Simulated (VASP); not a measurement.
# Li2Se (Fm-3m) in VASP: single point with PBE

Aim: the single point of Li2Se with PBE.

Program: VASP 6.6.1. These are calculated values, not measurements. Logs are shortened: lines on timing, memory, paths and dates and some standing lists are left out, and cuts for length are marked.

## (1) The cell of the first run

Symmetry: Fm-3m, No. 225, cubic system. The conventional cell has a = 6.006 Å, b = 6.006 Å, c = 6.006 Å, α = 90.00°, β = 90.00°, γ = 90.00°. Within 3.4 Å of Li (site symmetry -43m) lie 4 Se at 2.60 Å and 6 Li at 3.00 Å. Se (site symmetry m-3m) has 8 Li at 2.60 Å within 3.4 Å.

## (2) Single point, PBE

INCAR

```
SYSTEM = Li2Se
PREC = Accurate
ENCUT = 750
EDIFF = 1E-6
ISMEAR = 0
SIGMA = 0.05
LREAL = .False.
LASPH = .True.
NELM = 120
ALGO = Normal
ISIF = 2
LWAVE = .False.
LCHARG = .False.
GGA = PE
ISYM = 0
NBANDS = 13
GGA_COMPAT = .False.
```

KPOINTS

```
Automatic mesh
0
Gamma
  10 10 10
  0 0 0
```

POSCAR

```
Li2Se
1.0
    0.0000000000      3.0031987222      3.0031987222
    3.0031987222      0.0000000000      3.0031987222
    3.0031987222      3.0031987222      0.0000000000
Li Se
2 1
Direct
    0.2500000000      0.2500000000      0.2500000000
    0.7500000000      0.7500000000      0.7500000000
    0.0000000000      0.0000000000      0.0000000000
```

Potentials or basis: VASP PAW PBE potentials, release 64 (Li_sv, Se).

Run with:

```sh
cat potpaw_PBE.64/Li_sv/POTCAR potpaw_PBE.64/Se/POTCAR > POTCAR
mpirun -np 1 vasp_std > vasp.out
```

OUTCAR:

```text
SYSTEM = Li2Se
   PREC = Accurate
   ENCUT = 750
   EDIFF = 1E-6
   ISMEAR = 0
   LREAL = .False.
   LASPH = .True.
   NELM = 120
   ISIF = 2
   GGA = PE
   ISYM = 0

 ion  position               nearest neighbor table
   1  0.250  0.250  0.250-   3 2.60   3 2.60   3 2.60   3 2.60
   2  0.750  0.750  0.750-   3 2.60   3 2.60   3 2.60   3 2.60
   3  0.000  0.000  0.000-   2 2.60   2 2.60   2 2.60   1 2.60   1 2.60   1 2.60   2 2.60   1 2.60

IMPORTANT INFORMATION: All symmetrisations will be switched off!
NOSYMM: (Re-)initialisation of all symmetry stuff for point group C_1.

----------------------------------------------------------------------------------------

                                     Primitive cell

  volume of cell :      54.1729

  direct lattice vectors                    reciprocal lattice vectors
     0.000000000  3.003198722  3.003198722    -0.166489149  0.166489149  0.166489149
     3.003198722  0.000000000  3.003198722     0.166489149 -0.166489149  0.166489149
     3.003198722  3.003198722  0.000000000     0.166489149  0.166489149 -0.166489149

  length of vectors
     4.247164363  4.247164363  4.247164363     0.288367665  0.288367665  0.288367665

  position of ions in fractional coordinates (direct lattice)
     0.250000000  0.250000000  0.250000000
     0.750000000  0.750000000  0.750000000
     0.000000000  0.000000000  0.000000000

  ion indices of the primitive-cell ions
   primitive index   ion index
                 1           1
                 2           2
                 3           3

----------------------------------------------------------------------------------------

 KPOINTS: Automatic mesh

Automatic generation of k-mesh.
 Grid dimensions read from file:
 generate k-points for:   10   10   10

 Generating k-lattice:

  Cartesian coordinates                     Fractional coordinates (reciprocal lattice)
    -0.016648915  0.016648915  0.016648915     0.100000000  0.000000000  0.000000000
     0.016648915 -0.016648915  0.016648915     0.000000000  0.100000000  0.000000000
     0.016648915  0.016648915 -0.016648915     0.000000000  0.000000000  0.100000000

  Length of vectors
     0.028836767  0.028836767  0.028836767

  Shift w.r.t. Gamma in fractional coordinates (k-lattice)
     0.000000000  0.000000000  0.000000000

 Subroutine IBZKPT returns following result:
 ===========================================

 Found    504 irreducible k-points:

 Following reciprocal coordinates:
            Coordinates               Weight
  0.000000  0.000000  0.000000      1.000000
  0.100000  0.000000  0.000000      2.000000
  0.000000  0.100000  0.000000      2.000000
  0.000000  0.000000  0.100000      2.000000
  0.100000  0.100000  0.100000      2.000000
  0.200000  0.000000  0.000000      2.000000
[... 16 lines left out ...]
  0.000000  0.100000  0.100000      2.000000
  0.100000  0.000000  0.100000      2.000000
 [... further k-points ...]
   k-points           NKPTS =    504   k-points in BZ     NKDIM =    504   number of bands    NBANDS=     13
   number of dos      NEDOS =    301   number of ions     NIONS =      3
   total plane-waves  NPLWV =  64000
   dimension x,y,z NGX =    40 NGY =   40 NGZ =   40
   dimension x,y,z NGXF=    80 NGYF=   80 NGZF=   80
   ions per type =               2   1
   NGX,Y,Z   is equivalent  to a cutoff of  15.66, 15.66, 15.66 a.u.
   NGXF,Y,Z  is equivalent  to a cutoff of  31.31, 31.31, 31.31 a.u.
 SYSTEM =  Li2Se
   PREC   = accura    normal or accurate (medium, high low for compatibility)
   ISTART =      0    job   : 0-new  1-cont  2-samecut
   ICHARG =      2    charge: 1-file 2-atom 10-const
   ISPIN  =      1    spin polarized calculation?
   LNONCOLLINEAR =      F non collinear calculations
   LSORBIT =      F    spin-orbit coupling
   LASPH  =      T    aspherical Exc in radial PAW
   ENCUT  =  750.0 eV  55.12 Ry    7.42 a.u.   9.48  9.48  9.48*2*pi/ulx,y,z
   NELM   =    120;   NELMIN=  2; NELMDL= -5     # of ELM steps
   EDIFF  = 0.1E-05   stopping-criterion for ELM
   LREAL  =      F    real-space projection
   EDIFFG = 0.1E-04   stopping-criterion for IOM
   NSW    =      0    number of steps for IOM
   IBRION =     -1    ionic relax: 0-MD 1-quasi-New 2-CG
   NFREE  =      0    steps in history (QN), initial steepest desc. (CG)
   ISIF   =      2    stress and relaxation
   ISYM   =      0    0-nonsym 1-usesym 2-fastsym
   POTIM  = 0.5000    time-step for ionic-motion
   TEBEG  =    0.0;   TEEND  =   0.0 temperature during run
   PSTRESS=    0.0 pullay stress
   NELECT =      12.0000    total number of electrons
   NUPDOWN=      -1.0000    fix difference up-down
   EMIN   =  10.00;   EMAX   =-10.00  energy-range for DOS
   EFERMI =   0.00;   METHOD = LEGACY
   ISMEAR =     0;   SIGMA  =   0.05  broadening in eV -4-tet -1-fermi 0-gaus
   EFERMI_NEDOS =   21; number of points for ismear=-14 and -15
   IALGO  =     38    algorithm
   IMIX   =      4    mixing-type and parameters
     AMIX     =   0.40;   BMIX     =  1.00
     AMIX_MAG =   1.60;   BMIX_MAG =  1.00
  volume/ion in A,a.u.               =      18.06       121.86
  Fermi-wavevector in a.u.,A,eV,Ry     =   0.990546  1.871860 13.349775  0.981181
  Thomas-Fermi vector in A             =   2.122224
   LORBIT       =      0    0 simple, 1 ext, 2 COOP (PROOUT), +10 PAW based schemes
   GGA     = PE    functional components
   LHFCALC =     F    Hartree Fock is set to
   AEXX    =    0.0000 exact exchange contribution
   IVDW    =     0    specifies the selected vdW correction
   LEPSILON=     F    determine dielectric tensor
   LRPA    =     F    only Hartree local field effects (RPA)
 non-spin polarized calculation
 Gauss-broadening in eV      SIGMA  =   0.05
  energy-cutoff  :      750.00
  volume of cell :       54.17
 maximum number of plane-waves:      2565
 NGX is ok and might be reduce to    40
   NGX = 19   NGY = 19   NGZ = 19

 number of electron      12.0000004 magnetization

 Free energy of the ion-electron system (eV)
  ---------------------------------------------------
  ext. energy  EPLUGINS =         0.00000000
  ---------------------------------------------------
  free energy    TOTEN  =       -11.13102237 eV

  energy without entropy =      -11.13102237  energy(sigma->0) =      -11.13102237

 E-fermi :   1.1962     XC(G=0):  -8.2592

 val. band max:        0.9913992019   @ k =   0.0000   0.0000   0.0000
 cond. band min:       3.9669359308   @ k =   0.0000   0.5000   0.5000
 fundamental gap:      2.9755367288
 Fermi energy:         1.1962394819

 k-point     1 :       0.0000    0.0000    0.0000
  band No.  band energies     occupation
      1     -43.7216      2.00000
      2     -43.6980      2.00000
      3     -10.3958      2.00000
      4       0.9914      2.00000
      5       0.9914      2.00000
      6       0.9914      2.00000
      7       4.3720      0.00000
      8       6.6107      0.00000
      9       6.6107      0.00000
     10       6.6107      0.00000
     11      11.5691      0.00000
     12      11.5691      0.00000
     13      11.9082      0.00000

 k-point     2 :       0.1000    0.0000    0.0000
  band No.  band energies     occupation
      1     -43.7210      2.00000
      2     -43.6984      2.00000
      3     -10.3645      2.00000
      4       0.5448      2.00000
      5       0.9307      2.00000
      6       0.9307      2.00000
      7       4.7170      0.00000
      8       6.7642      0.00000
      9       6.7642      0.00000
     10       6.8440      0.00000
     11      10.5801      0.00000
     12      10.5801      0.00000
     13      11.9687      0.00000

 k-point     3 :       0.0000    0.1000    0.0000
  band No.  band energies     occupation
      1     -43.7210      2.00000
      2     -43.6984      2.00000
      3     -10.3645      2.00000
      4       0.5448      2.00000
      5       0.9307      2.00000
      6       0.9307      2.00000
      7       4.7170      0.00000
      8       6.7642      0.00000
      9       6.7642      0.00000
     10       6.8440      0.00000
     11      10.5801      0.00000
     12      10.5801      0.00000
     13      11.9687      0.00000

 k-point     4 :       0.0000    0.0000    0.1000
  band No.  band energies     occupation
      1     -43.7210      2.00000
      2     -43.6984      2.00000
      3     -10.3645      2.00000
      4       0.5448      2.00000
      5       0.9307      2.00000
      6       0.9307      2.00000
      7       4.7170      0.00000
      8       6.7642      0.00000
      9       6.7642      0.00000
     10       6.8440      0.00000
     11      10.5801      0.00000
     12      10.5801      0.00000
     13      11.9687      0.00000

 k-point     5 :       0.1000    0.1000    0.1000
  band No.  band energies     occupation
      1     -43.7210      2.00000
      2     -43.6984      2.00000
      3     -10.3645      2.00000
      4       0.5448      2.00000
      5       0.9307      2.00000
      6       0.9307      2.00000
      7       4.7170      0.00000
      8       6.7642      0.00000
      9       6.7642      0.00000
     10       6.8440      0.00000
     11      10.5801      0.00000
     12      10.5801      0.00000
     13      11.9687      0.00000
[... 257 lines left out ...]
 k-point    22 :       0.1000    0.1000    0.0000
  band No.  band energies     occupation
      1     -43.7208      2.00000
      2     -43.6986      2.00000
      3     -10.3541      2.00000
      4       0.6047      2.00000
      5       0.8050      2.00000
      6       0.8050      2.00000
      7       4.8369      0.00000
      8       6.6622      0.00000
      9       6.9445      0.00000
     10       6.9445      0.00000
     11       9.7684      0.00000
     12      11.7250      0.00000
     13      12.2187      0.00000

 k-point    23 :       0.0000    0.1000    0.1000
  band No.  band energies     occupation
      1     -43.7208      2.00000
      2     -43.6986      2.00000
      3     -10.3541      2.00000
      4       0.6047      2.00000
      5       0.8050      2.00000
      6       0.8050      2.00000
      7       4.8369      0.00000
      8       6.6622      0.00000
      9       6.9445      0.00000
     10       6.9445      0.00000
     11       9.7684      0.00000
     12      11.7250      0.00000
     13      12.2187      0.00000

 k-point    24 :       0.1000    0.0000    0.1000
  band No.  band energies     occupation
      1     -43.7208      2.00000
      2     -43.6986      2.00000
      3     -10.3541      2.00000
      4       0.6047      2.00000
      5       0.8050      2.00000
      6       0.8050      2.00000
      7       4.8369      0.00000
      8       6.6622      0.00000
      9       6.9445      0.00000
     10       6.9445      0.00000
     11       9.7684      0.00000
     12      11.7250      0.00000
     13      12.2187      0.00000

 [... further k-points ...]

------------------------ aborting loop because EDIFF is reached ----------------------------------------

  FORCE on cell =-STRESS in cart. coord.  units (eV):
  Direction    XX          YY          ZZ          XY          YZ          ZX
  --------------------------------------------------------------------------------------
  -------------------------------------------------------------------------------------
  Total       -0.0218416     -0.0218412     -0.0218415     -0.0000068     -0.0000079     -0.0000072
  in kB       -0.6459696     -0.6459602     -0.6459672     -0.0002011     -0.0002324     -0.0002126
  external PRESSURE =      -0.6459657 kB  Pullay stress =       0.0000000 kB

 VOLUME and BASIS-vectors are now :
 -----------------------------------------------------------------------------
  energy-cutoff  :      750.00
  volume of cell :       54.17
      direct lattice vectors                 reciprocal lattice vectors
     0.000000000  3.003198722  3.003198722    -0.166489149  0.166489149  0.166489149
     3.003198722  0.000000000  3.003198722     0.166489149 -0.166489149  0.166489149
     3.003198722  3.003198722  0.000000000     0.166489149  0.166489149 -0.166489149

 POSITION                                       TOTAL-FORCE (eV/Angst)
 -----------------------------------------------------------------------------------
      1.50160      1.50160      1.50160        -0.000000     -0.000000     -0.000000
      4.50480      4.50480      4.50480         0.000000      0.000000      0.000000
      0.00000      0.00000      0.00000        -0.000000      0.000000      0.000000
 -----------------------------------------------------------------------------------
    total drift:                               -0.000000      0.000001     -0.000000

  FREE ENERGIE OF THE ION-ELECTRON SYSTEM (eV)
  ---------------------------------------------------
  free  energy   TOTEN  =       -11.1310223729 eV

  energy  without entropy=      -11.1310223729  energy(sigma->0) =      -11.13102237
```

It took 8.6 min on 1 thread of Intel Xeon Platinum 8259CL at 2.50GHz (Skylake/Cascade Lake), shared host; peak memory 0.69 GiB.

What came out:

- Free energy: -11.1310 eV
- Pressure: -0.1 GPa
- Band gap on the k mesh: 2.98 eV, indirect (least direct gap 3.38 eV)

A k mesh can miss the band edges. A hybrid or GW would open this gap; PBE tends to underestimate it.
